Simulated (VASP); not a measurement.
# K2F (Fm-3m) in VASP: single point with PBE

Aim: the single point of K2F with PBE.

All numbers are computed with VASP 6.6.1; they aren't measurements. Logs are shortened: lines on timing, memory, paths and dates and some standing lists are left out, and cuts for length are marked.

**1. The cell of the first run**

It takes space group Fm-3m (No. 225, cubic). Conventional cell: a = 7.425 Å, b = 7.425 Å, c = 7.425 Å, α = 90.00°, β = 90.00°, γ = 90.00°. K (site symmetry -43m) has 4 F at 3.22 Å and 6 K at 3.71 Å within 4.2 Å. F (site symmetry m-3m) has 8 K at 3.22 Å within 4.2 Å.

**2. Single point, PBE**

Input file INCAR:

```
ALGO = Normal ; EDIFF = 1E-6
ENCUT = 520 ; GGA = PE
ISIF = 2 ; ISMEAR = 0
LASPH = True ; LCHARG = True
LELF = True ; LREAL = False
LVHAR = True ; LWAVE = False
NBANDS = 20 ; NELM = 80
PREC = Accurate ; SIGMA = 0.1
```

Input file KPOINTS:

```
k-points
0
Gamma
  4 4 4
```

Input file POSCAR:

```
K2F
1.0
    0.0000000000      3.7125140200      3.7125140200
    3.7125140200      0.0000000000      3.7125140200
    3.7125140200      3.7125140200      0.0000000000
K F
2 1
Direct
    0.2500000000      0.2500000000      0.2500000000
    0.7500000000      0.7500000000      0.7500000000
    0.5000000000      0.5000000000      0.5000000000
```

Potentials or basis: VASP PAW PBE potentials, release 64 (K_sv, F).

Started as:

```sh
$ cat potpaw_PBE.64/K_sv/POTCAR potpaw_PBE.64/F/POTCAR > POTCAR
$ mpirun -np 1 vasp_std > vasp.out
```

OUTCAR:

```text
EDIFF = 1E-6
   ENCUT = 520
   GGA = PE
   ISIF = 2
   ISMEAR = 0
   LASPH = True
   LREAL = False
   NELM = 80
   PREC = Accurate

 ion  position               nearest neighbor table
   1  0.250  0.250  0.250-   2 3.71   2 3.71   2 3.71   2 3.71   2 3.71   2 3.71
   2  0.750  0.750  0.750-   1 3.71   1 3.71   1 3.71   1 3.71   1 3.71   1 3.71
   3  0.500  0.500  0.500-

  LATTYP: Found a face centered cubic cell.
 ALAT       =     7.4250280400

  Lattice vectors:

 A1 = (   0.0000000000,   3.7125140200,   3.7125140200)
 A2 = (   3.7125140200,   0.0000000000,   3.7125140200)
 A3 = (   3.7125140200,   3.7125140200,   0.0000000000)

Analysis of symmetry for initial positions (statically):
=====================================================================
 Subroutine PRICEL returns:
 Original cell was already a primitive cell.

 Routine SETGRP: Setting up the symmetry group for a
 face centered cubic supercell.

 Subroutine GETGRP returns: Found 48 space group operations
 (whereof 48 operations were pure point group operations)
 out of a pool of 48 trial point group operations.

The static configuration has the point symmetry O_h .

Analysis of symmetry for dynamics (positions and initial velocities):
=====================================================================
 Subroutine PRICEL returns:
 Original cell was already a primitive cell.

 Routine SETGRP: Setting up the symmetry group for a
 face centered cubic supercell.

 Subroutine GETGRP returns: Found 48 space group operations
 (whereof 48 operations were pure point group operations)
 out of a pool of 48 trial point group operations.

The dynamic configuration has the point symmetry O_h .

 Subroutine INISYM returns: Found 48 space group operations
 (whereof 48 operations are pure point group operations),
 and found     1 'primitive' translations

----------------------------------------------------------------------------------------

                                     Primitive cell

  volume of cell :     102.3374

  direct lattice vectors                    reciprocal lattice vectors
[... 64 lines left out ...]
   ISTART =      0    job   : 0-new  1-cont  2-samecut
   ICHARG =      2    charge: 1-file 2-atom 10-const
   ISPIN  =      1    spin polarized calculation?
   LNONCOLLINEAR =      F non collinear calculations
   LSORBIT =      F    spin-orbit coupling
   LASPH  =      T    aspherical Exc in radial PAW
   ENCUT  =  520.0 eV  38.22 Ry    6.18 a.u.   9.76  9.76  9.76*2*pi/ulx,y,z
   NELM   =     80;   NELMIN=  2; NELMDL= -5     # of ELM steps
   EDIFF  = 0.1E-05   stopping-criterion for ELM
   LREAL  =      F    real-space projection
   EDIFFG = 0.1E-04   stopping-criterion for IOM
   NSW    =      0    number of steps for IOM
   IBRION =     -1    ionic relax: 0-MD 1-quasi-New 2-CG
   NFREE  =      0    steps in history (QN), initial steepest desc. (CG)
   ISIF   =      2    stress and relaxation
   ISYM   =      2    0-nonsym 1-usesym 2-fastsym
   POTIM  = 0.5000    time-step for ionic-motion
   TEBEG  =    0.0;   TEEND  =   0.0 temperature during run
   PSTRESS=    0.0 pullay stress
   NELECT =      25.0000    total number of electrons
   NUPDOWN=      -1.0000    fix difference up-down
   EMIN   =  10.00;   EMAX   =-10.00  energy-range for DOS
   EFERMI =   0.00;   METHOD = LEGACY
   ISMEAR =     0;   SIGMA  =   0.10  broadening in eV -4-tet -1-fermi 0-gaus
   EFERMI_NEDOS =   21; number of points for ismear=-14 and -15
   IALGO  =     38    algorithm
   IMIX   =      4    mixing-type and parameters
     AMIX     =   0.40;   BMIX     =  1.00
     AMIX_MAG =   1.60;   BMIX_MAG =  1.00
  volume/ion in A,a.u.               =      34.11       230.20
  Fermi-wavevector in a.u.,A,eV,Ry     =   1.023395  1.933937 14.249897  1.047338
  Thomas-Fermi vector in A             =   2.157126
   LORBIT       =      0    0 simple, 1 ext, 2 COOP (PROOUT), +10 PAW based schemes
   GGA     = PE    functional components
   LHFCALC =     F    Hartree Fock is set to
   AEXX    =    0.0000 exact exchange contribution
   IVDW    =     0    specifies the selected vdW correction
   LEPSILON=     F    determine dielectric tensor
   LRPA    =     F    only Hartree local field effects (RPA)
 non-spin polarized calculation
 Gauss-broadening in eV      SIGMA  =   0.10
  energy-cutoff  :      520.00
  volume of cell :      102.34
 maximum number of plane-waves:      2786
   NGX = 19   NGY = 19   NGZ = 19

 number of electron      25.0000003 magnetization

 Free energy of the ion-electron system (eV)
  ---------------------------------------------------
  ext. energy  EPLUGINS =         0.00000000
  ---------------------------------------------------
  free energy    TOTEN  =        -8.16672920 eV

  energy without entropy =       -8.15062931  energy(sigma->0) =       -8.15867926

 E-fermi :   1.3915     XC(G=0):  -6.9763

 val. band max:        1.0851376821   @ k =  -0.2500   0.2500   0.0000
 cond. band min:       1.4431423644   @ k =   0.5000   0.0000   0.0000
 fundamental gap:      0.3580046823
 Fermi energy:         1.3915332775

 k-point     1 :       0.0000    0.0000    0.0000
  band No.  band energies     occupation
      1     -31.2038      2.00000
      2     -31.1280      2.00000
      3     -21.7016      2.00000
      4     -14.7570      2.00000
      5     -14.7570      2.00000
      6     -14.7570      2.00000
[... 173 lines left out ...]
     19       5.3187      0.00000
     20       6.7942      0.00000

------------------------ aborting loop because EDIFF is reached ----------------------------------------

  FORCE on cell =-STRESS in cart. coord.  units (eV):
  Direction    XX          YY          ZZ          XY          YZ          ZX
  --------------------------------------------------------------------------------------
  -------------------------------------------------------------------------------------
  Total       -0.5374430     -0.5374430     -0.5374430      0.0000000      0.0000000     -0.0000000
  in kB       -8.4141195     -8.4141195     -8.4141195      0.0000000      0.0000000     -0.0000000
  external PRESSURE =      -8.4141195 kB  Pullay stress =       0.0000000 kB

 VOLUME and BASIS-vectors are now :
 -----------------------------------------------------------------------------
  energy-cutoff  :      520.00
  volume of cell :      102.34
      direct lattice vectors                 reciprocal lattice vectors
     0.000000000  3.712514020  3.712514020    -0.134679626  0.134679626  0.134679626
     3.712514020  0.000000000  3.712514020     0.134679626 -0.134679626  0.134679626
     3.712514020  3.712514020  0.000000000     0.134679626  0.134679626 -0.134679626

 POSITION                                       TOTAL-FORCE (eV/Angst)
 -----------------------------------------------------------------------------------
      1.85626      1.85626      1.85626        -0.000000     -0.000000     -0.000000
      5.56877      5.56877      5.56877         0.000000      0.000000      0.000000
      3.71251      3.71251      3.71251        -0.000000     -0.000000     -0.000000
 -----------------------------------------------------------------------------------
    total drift:                               -0.000000     -0.000000      0.000000

  FREE ENERGIE OF THE ION-ELECTRON SYSTEM (eV)
  ---------------------------------------------------
  free  energy   TOTEN  =        -8.1667292034 eV

  energy  without entropy=       -8.1506293111  energy(sigma->0) =       -8.15867926
```

OSZICAR:

```text
N       E                     dE             d eps       ncg     rms          rms(c)
DAV:   1     0.194995014971E+03    0.19500E+03   -0.11701E+04   320   0.108E+03
DAV:   2     0.417459071720E+01   -0.19082E+03   -0.18701E+03   400   0.328E+02
DAV:   3    -0.952551082742E+01   -0.13700E+02   -0.13618E+02   508   0.715E+01
DAV:   4    -0.996858984144E+01   -0.44308E+00   -0.43760E+00   480   0.106E+01
DAV:   5    -0.998067495617E+01   -0.12085E-01   -0.12084E-01   468   0.124E+00    0.660E+00
DAV:   6    -0.836866741845E+01    0.16120E+01   -0.74194E+00   352   0.104E+01    0.340E+00
DAV:   7    -0.824753643809E+01    0.12113E+00   -0.19918E-01   384   0.252E+00    0.193E+00
DAV:   8    -0.816452726114E+01    0.83009E-01   -0.16597E-01   436   0.217E+00    0.294E-01
DAV:   9    -0.816645408363E+01   -0.19268E-02   -0.11169E-02   468   0.589E-01    0.155E-01
DAV:  10    -0.816664912202E+01   -0.19504E-03   -0.95569E-04   380   0.160E-01    0.722E-02
DAV:  11    -0.816673159242E+01   -0.82470E-04   -0.12768E-04   472   0.659E-02    0.150E-02
DAV:  12    -0.816673039411E+01    0.11983E-05   -0.40544E-05   372   0.276E-02    0.841E-03
DAV:  13    -0.816672950500E+01    0.88911E-06   -0.11325E-05   384   0.136E-02    0.172E-03
DAV:  14    -0.816672920339E+01    0.30161E-06   -0.48647E-07   264   0.322E-03
   1 F= -.81667292E+01 E0= -.81586793E+01  d E =-.160999E-01
```

stdout:

```text
POSCAR found type information on POSCAR K F
 POSCAR found :  2 types and       3 ions
 scaLAPACK will be used
 LDA part: xc-table for (Slater+PW92), standard interpolation
 POSCAR, INCAR and KPOINTS ok, starting setup
 FFT: planning ... GRIDC
 FFT: planning ... GRID_SOFT
 FFT: planning ... GRID
 WAVECAR not read
 entering main loop
```

It took 9.6 s on 1 thread of Intel Xeon 6975P-C (Granite Rapids), shared host; peak memory 0.23 GiB.

What came out:

| Quantity | Value |
| --- | --- |
| Free energy | -8.1667 eV |
| Pressure | -0.8 GPa |

Levels at points of the mesh, in eV from the Fermi level:
```csv
k point,band 8,band 9,band 10,band 11,band 12,band 13,band 14,band 15,band 16,band 17
"(0.00, 0.00, 0.00)",-15.92,-15.92,-4.83,-4.83,-4.83,-1.90,2.81,2.81,2.93,2.93
"(0.50, 0.00, 0.00)",-16.04,-16.04,-4.91,-4.80,-4.80,0.05,0.99,3.08,3.08,4.08
"(0.50, 0.50, 0.00)",-15.89,-15.87,-4.94,-4.79,-4.79,0.32,1.14,2.70,2.78,3.54
```

Caveat: the k points lie up to 0.37 Å⁻¹ apart; an odd number of electrons without spin polarisation forces a metal; a magnetic or distorted state may lie lower.
